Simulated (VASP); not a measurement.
# Zr4F (Im-3m) in VASP: relaxation of cell and atoms with PBE

Aim: the relaxation of cell and atoms of Zr4F with PBE.

Program: VASP 6.6.1. These are calculated values, not measurements. Logs are shortened: lines on timing, memory, paths and dates and some standing lists are left out, and cuts for length are marked.

## Step 1: The cell of the first run

Symmetry: Im-3m, No. 229, cubic system. Conventional cell: a = 5.961 Å, b = 5.961 Å, c = 5.961 Å, α = 90.00°, β = 90.00°, γ = 90.00°. Zr (site symmetry -3m) has 2 F at 2.58 Å and 6 Zr at 2.98 Å within 3.4 Å. Within 3.4 Å of F (site symmetry m-3m) lie 8 Zr at 2.58 Å.

The cell was generated, and may not be a known phase.

## Step 2: Relaxation of cell and atoms, PBE

Contents of INCAR:

```
SYSTEM = Zr4F
  PREC = Accurate
  ENCUT = 600
  EDIFF = 1E-6
  ISMEAR = 0
  SIGMA = 0.1
  LREAL = .FALSE.
  LASPH = .TRUE.
  NELM = 60
  ALGO = Normal
  ISIF = 3
  LWAVE = .FALSE.
  LCHARG = .FALSE.
  GGA = PE
  IBRION = 2
  NSW = 100
  EDIFFG = -0.01
```

Contents of KPOINTS:

```
Automatic mesh
0
G
  10 10 10
  0 0 0
```

Contents of POSCAR:

```
Zr4F
1.0
   -2.9806066853      2.9806066853      2.9806066853
    2.9806066853     -2.9806066853      2.9806066853
    2.9806066853      2.9806066853     -2.9806066853
Zr F
4 1
Direct
    0.0000000000      0.0000000000      0.5000000000
    0.5000000000      0.0000000000      0.0000000000
    0.5000000000      0.5000000000      0.5000000000
    0.0000000000      0.5000000000      0.0000000000
    0.0000000000      0.0000000000      0.0000000000
```

Potentials or basis: VASP PAW PBE potentials, release 64 (Zr_sv, F).

Launch:

```console
cat potpaw_PBE.64/Zr_sv/POTCAR potpaw_PBE.64/F/POTCAR > POTCAR
mpirun -np 1 vasp_std > vasp.out
```

OUTCAR:

```text
SYSTEM = Zr4F
   PREC = Accurate
   ENCUT = 600
   EDIFF = 1E-6
   ISMEAR = 0
   LREAL = .FALSE.
   LASPH = .TRUE.
   NELM = 60
   ISIF = 3
   GGA = PE
   IBRION = 2
   NSW = 100
   EDIFFG = -0.01

 ion  position               nearest neighbor table
   1  0.000  0.000  0.500-   5 2.58   5 2.58   4 2.98   2 2.98   3 2.98   4 2.98   2 2.98   3 2.98

   2  0.500  0.000  0.000-   5 2.58   5 2.58   4 2.98   1 2.98   3 2.98   3 2.98   1 2.98   4 2.98

   3  0.500  0.500  0.500-   5 2.58   5 2.58   4 2.98   1 2.98   2 2.98   4 2.98   1 2.98   2 2.98

   4  0.000  0.500  0.000-   5 2.58   5 2.58   3 2.98   1 2.98   2 2.98   1 2.98   3 2.98   2 2.98

   5  0.000  0.000  0.000-   1 2.58   2 2.58   3 2.58   4 2.58   1 2.58   4 2.58   2 2.58   3 2.58

  LATTYP: Found a body centered cubic cell.
 ALAT       =     5.9612133706

  Lattice vectors:

 A1 = (  -2.9806066853,   2.9806066853,   2.9806066853)
 A2 = (   2.9806066853,  -2.9806066853,   2.9806066853)
 A3 = (   2.9806066853,   2.9806066853,  -2.9806066853)

Analysis of symmetry for initial positions (statically):
=====================================================================
 Subroutine PRICEL returns:
 Original cell was already a primitive cell.

 Routine SETGRP: Setting up the symmetry group for a
 body centered cubic supercell.

 Subroutine GETGRP returns: Found 48 space group operations
 (whereof 48 operations were pure point group operations)
 out of a pool of 48 trial point group operations.

The static configuration has the point symmetry O_h .

Analysis of symmetry for dynamics (positions and initial velocities):
=====================================================================
 Subroutine PRICEL returns:
 Original cell was already a primitive cell.

 Routine SETGRP: Setting up the symmetry group for a
 body centered cubic supercell.

 Subroutine GETGRP returns: Found 48 space group operations
 (whereof 48 operations were pure point group operations)
 out of a pool of 48 trial point group operations.

The dynamic configuration has the point symmetry O_h .

 Subroutine INISYM returns: Found 48 space group operations
 (whereof 48 operations are pure point group operations),
 and found     1 'primitive' translations

----------------------------------------------------------------------------------------

                                     Primitive cell

  volume of cell :     105.9190

  direct lattice vectors                    reciprocal lattice vectors
    -2.980606685  2.980606685  2.980606685     0.000000000  0.167751083  0.167751083
     2.980606685 -2.980606685  2.980606685     0.167751083  0.000000000  0.167751083
     2.980606685  2.980606685 -2.980606685     0.167751083  0.167751083  0.000000000

  length of vectors
     5.162562216  5.162562216  5.162562216     0.237235857  0.237235857  0.237235857

  position of ions in fractional coordinates (direct lattice)
     0.000000000  0.000000000  0.500000000
     0.500000000  0.000000000  0.000000000
     0.500000000  0.500000000  0.500000000
     0.000000000  0.500000000  0.000000000
     0.000000000  0.000000000  0.000000000

  ion indices of the primitive-cell ions
   primitive index   ion index
                 1           1
                 2           2
                 3           3
                 4           4
                 5           5

----------------------------------------------------------------------------------------

 KPOINTS: Automatic mesh

Automatic generation of k-mesh.
 Grid dimensions read from file:
 generate k-points for:   10   10   10

 Generating k-lattice:

  Cartesian coordinates                     Fractional coordinates (reciprocal lattice)
     0.000000000  0.016775108  0.016775108     0.100000000  0.000000000  0.000000000
     0.016775108  0.000000000  0.016775108     0.000000000  0.100000000  0.000000000
     0.016775108  0.016775108  0.000000000     0.000000000  0.000000000  0.100000000

  Length of vectors
     0.023723586  0.023723586  0.023723586

  Shift w.r.t. Gamma in fractional coordinates (k-lattice)
     0.000000000  0.000000000  0.000000000

 Subroutine IBZKPT returns following result:
 ===========================================

 Found     47 irreducible k-points:

 Following reciprocal coordinates:
            Coordinates               Weight
  0.000000  0.000000  0.000000      1.000000
  0.100000  0.000000  0.000000     12.000000
  0.200000  0.000000  0.000000     12.000000
  0.300000  0.000000  0.000000     12.000000
  0.400000  0.000000  0.000000     12.000000
  0.500000  0.000000  0.000000      6.000000
[... 16 lines left out ...]
  0.300000  0.300000  0.100000      8.000000
 -0.300000  0.300000  0.100000     24.000000
 [... further k-points ...]
   k-points           NKPTS =     47   k-points in BZ     NKDIM =     47   number of bands    NBANDS=     33
   number of dos      NEDOS =    301   number of ions     NIONS =      5
   total plane-waves  NPLWV =  74088
   dimension x,y,z NGX =    42 NGY =   42 NGZ =   42
   dimension x,y,z NGXF=    84 NGYF=   84 NGZF=   84
   ions per type =               4   1
   NGX,Y,Z   is equivalent  to a cutoff of  13.52, 13.52, 13.52 a.u.
   NGXF,Y,Z  is equivalent  to a cutoff of  27.05, 27.05, 27.05 a.u.
 SYSTEM =  Zr4F
   PREC   = accura    normal or accurate (medium, high low for compatibility)
   ISTART =      0    job   : 0-new  1-cont  2-samecut
   ICHARG =      2    charge: 1-file 2-atom 10-const
   ISPIN  =      1    spin polarized calculation?
   LNONCOLLINEAR =      F non collinear calculations
   LSORBIT =      F    spin-orbit coupling
   LASPH  =      T    aspherical Exc in radial PAW
   ENCUT  =  600.0 eV  44.10 Ry    6.64 a.u.  10.31 10.31 10.31*2*pi/ulx,y,z
   NELM   =     60;   NELMIN=  2; NELMDL= -5     # of ELM steps
   EDIFF  = 0.1E-05   stopping-criterion for ELM
   LREAL  =      F    real-space projection
   EDIFFG = -.1E-01   stopping-criterion for IOM
   NSW    =    100    number of steps for IOM
   IBRION =      2    ionic relax: 0-MD 1-quasi-New 2-CG
   NFREE  =      1    steps in history (QN), initial steepest desc. (CG)
   ISIF   =      3    stress and relaxation
   ISYM   =      2    0-nonsym 1-usesym 2-fastsym
   POTIM  = 0.5000    time-step for ionic-motion
   TEBEG  =    0.0;   TEEND  =   0.0 temperature during run
   PSTRESS=    0.0 pullay stress
   NELECT =      55.0000    total number of electrons
   NUPDOWN=      -1.0000    fix difference up-down
   EMIN   =  10.00;   EMAX   =-10.00  energy-range for DOS
   EFERMI =   0.00;   METHOD = LEGACY
   ISMEAR =     0;   SIGMA  =   0.10  broadening in eV -4-tet -1-fermi 0-gaus
   EFERMI_NEDOS =   21; number of points for ismear=-14 and -15
   IALGO  =     38    algorithm
   IMIX   =      4    mixing-type and parameters
     AMIX     =   0.40;   BMIX     =  1.00
     AMIX_MAG =   1.60;   BMIX_MAG =  1.00
  volume/ion in A,a.u.               =      21.18       142.96
  Fermi-wavevector in a.u.,A,eV,Ry     =   1.315844  2.486585 23.557744  1.731445
  Thomas-Fermi vector in A             =   2.445998
   LORBIT       =      0    0 simple, 1 ext, 2 COOP (PROOUT), +10 PAW based schemes
   GGA     = PE    functional components
   LHFCALC =     F    Hartree Fock is set to
   AEXX    =    0.0000 exact exchange contribution
   IVDW    =     0    specifies the selected vdW correction
   LEPSILON=     F    determine dielectric tensor
   LRPA    =     F    only Hartree local field effects (RPA)
 conjugate gradient relaxation of ions
 non-spin polarized calculation
 Gauss-broadening in eV      SIGMA  =   0.10
  energy-cutoff  :      600.00
  volume of cell :      105.92
 maximum number of plane-waves:      3564
 NGX is ok and might be reduce to    42
   NGX = 21   NGY = 21   NGZ = 21

--------------------------------------- Ionic step        1  -------------------------------------------

 number of electron      55.0000009 magnetization

 Free energy of the ion-electron system (eV)
  ---------------------------------------------------
  ext. energy  EPLUGINS =         0.00000000
  ---------------------------------------------------
  free energy    TOTEN  =       -34.96609109 eV

  energy without entropy =      -34.93283173  energy(sigma->0) =      -34.94946141

------------------------ aborting loop because EDIFF is reached ----------------------------------------

  FORCE on cell =-STRESS in cart. coord.  units (eV):
  Direction    XX          YY          ZZ          XY          YZ          ZX
  --------------------------------------------------------------------------------------
  -------------------------------------------------------------------------------------
  Total        0.0785059      0.0785059      0.0785059      0.0000000      0.0000000     -0.0000000
  in kB        1.1875147      1.1875147      1.1875147      0.0000000      0.0000000     -0.0000000
  external PRESSURE =       1.1875147 kB  Pullay stress =       0.0000000 kB

 VOLUME and BASIS-vectors are now :
 -----------------------------------------------------------------------------
  energy-cutoff  :      600.00
  volume of cell :      105.92
      direct lattice vectors                 reciprocal lattice vectors
    -2.980606685  2.980606685  2.980606685     0.000000000  0.167751083  0.167751083
     2.980606685 -2.980606685  2.980606685     0.167751083  0.000000000  0.167751083
     2.980606685  2.980606685 -2.980606685     0.167751083  0.167751083  0.000000000

 POSITION                                       TOTAL-FORCE (eV/Angst)
 -----------------------------------------------------------------------------------
      1.49030      1.49030     -1.49030         0.000000     -0.000000     -0.000000
     -1.49030      1.49030      1.49030        -0.000000     -0.000000      0.000000
      1.49030      1.49030      1.49030        -0.000000     -0.000000     -0.000000
      1.49030     -1.49030      1.49030         0.000000      0.000000     -0.000000
      0.00000      0.00000      0.00000         0.000000     -0.000000      0.000000
 -----------------------------------------------------------------------------------
    total drift:                               -0.000000     -0.000000      0.000000

  FREE ENERGIE OF THE ION-ELECTRON SYSTEM (eV)
  ---------------------------------------------------
  free  energy   TOTEN  =       -34.9660910901 eV

  energy  without entropy=      -34.9328317342  energy(sigma->0) =      -34.94946141

--------------------------------------- Ionic step        2  -------------------------------------------

 number of electron      55.0000009 magnetization

 Free energy of the ion-electron system (eV)
  ---------------------------------------------------
  ext. energy  EPLUGINS =         0.00000000
  ---------------------------------------------------
  free energy    TOTEN  =       -34.96615537 eV

  energy without entropy =      -34.93262859  energy(sigma->0) =      -34.94939198

 E-fermi :   8.2024     XC(G=0): -10.7633

 val. band max:        8.1941469502   @ k =  -0.3000   0.3000   0.1000
 cond. band min:       8.2175485011   @ k =   0.3000   0.3000   0.0000
 fundamental gap:      0.0234015509
 Fermi energy:         8.2023848210

 k-point     1 :       0.0000    0.0000    0.0000
  band No.  band energies     occupation
      1     -40.7273      2.00000
      2     -40.5101      2.00000
      3     -40.5101      2.00000
      4     -40.5101      2.00000
      5     -19.2422      2.00000
      6     -19.2422      2.00000
[... 25 lines left out ...]
     32      10.6948      0.00000
     33      10.9942      0.00000
[... 797 lines left out ...]
      3     -40.5374      2.00000
      4     -40.4851      2.00000
      5     -19.5512      2.00000
      6     -19.1537      2.00000
[... 25 lines left out ...]
     32       9.8155      0.00000
     33      10.1294      0.00000

 [... further k-points ...]

------------------------ aborting loop because EDIFF is reached ----------------------------------------

  FORCE on cell =-STRESS in cart. coord.  units (eV):
  Direction    XX          YY          ZZ          XY          YZ          ZX
  --------------------------------------------------------------------------------------
  -------------------------------------------------------------------------------------
  Total       -0.0198876     -0.0198876     -0.0198876      0.0000000     -0.0000000      0.0000000
  in kB       -0.3001455     -0.3001455     -0.3001455      0.0000000     -0.0000000      0.0000000
  external PRESSURE =      -0.3001455 kB  Pullay stress =       0.0000000 kB

 VOLUME and BASIS-vectors are now :
 -----------------------------------------------------------------------------
  energy-cutoff  :      600.00
  volume of cell :      106.16
      direct lattice vectors                 reciprocal lattice vectors
    -2.982864396  2.982864396  2.982864396     0.000000000  0.167624113  0.167624113
     2.982864396 -2.982864396  2.982864396     0.167624113  0.000000000  0.167624113
     2.982864396  2.982864396 -2.982864396     0.167624113  0.167624113  0.000000000

 POSITION                                       TOTAL-FORCE (eV/Angst)
 -----------------------------------------------------------------------------------
      1.49143      1.49143      4.47430        -0.000000      0.000000     -0.000000
      1.49143      4.47430     -1.49143        -0.000000      0.000000     -0.000000
      1.49143      1.49143      1.49143         0.000000     -0.000000      0.000000
      1.49143     -1.49143      1.49143         0.000000      0.000000     -0.000000
      0.00000      5.96573      0.00000         0.000000     -0.000000      0.000000
 -----------------------------------------------------------------------------------
    total drift:                               -0.000000     -0.000000      0.000000

  FREE ENERGIE OF THE ION-ELECTRON SYSTEM (eV)
  ---------------------------------------------------
  free  energy   TOTEN  =       -34.9661553714 eV

  energy  without entropy=      -34.9326285935  energy(sigma->0) =      -34.94939198

 reached required accuracy - stopping structural energy minimisation
```

It took 10 min on 1 thread of Intel Xeon 8259CL, shared host; peak memory 0.37 GiB.

What came out:

* Free energy: -34.9662 eV
* Relaxed volume: 21.23 Å³/atom
* Relaxed cell: a = 5.166 Å, b = 5.166 Å, c = 5.166 Å, α = 109.47°, β = 109.47°, γ = 109.47°
* Space group after relaxing (to 0.1 Å): Im-3m (No. 229)
* Energy gained by relaxing: 0.0 meV/atom
* Ionic steps: 2
* Pressure after relaxing: 0.0 GPa
* Band gap on the k mesh: zero (an odd number of electrons rules out a gap without spin polarisation)

Final structure:
```
CELL_PARAMETERS angstrom
-2.98286 2.98286 2.98286
2.98286 -2.98286 2.98286
2.98286 2.98286 -2.98286
ATOMIC_POSITIONS crystal
Zr 0.00000 0.00000 0.50000
Zr 0.50000 0.00000 0.00000
Zr 0.50000 0.50000 0.50000
Zr 0.00000 0.50000 0.00000
F 0.00000 0.00000 0.00000
```

Levels at points of the mesh, in eV from the Fermi level:
| k point | band 26 | band 27 | band 28 | band 29 | band 30 | band 31 |
| --- | --- | --- | --- | --- | --- | --- |
| (0.00, 0.00, 0.00) | -0.93 | -0.68 | -0.68 | -0.68 | 2.49 | 2.49 |
| (0.50, 0.00, 0.00) | -0.16 | 0.34 | 0.35 | 0.45 | 0.75 | 0.82 |
| (0.50, 0.50, 0.50) | -1.04 | -0.41 | -0.41 | -0.41 | 0.11 | 0.11 |

The gap in the log of VASP goes by the Fermi energy; the results here count the filled bands.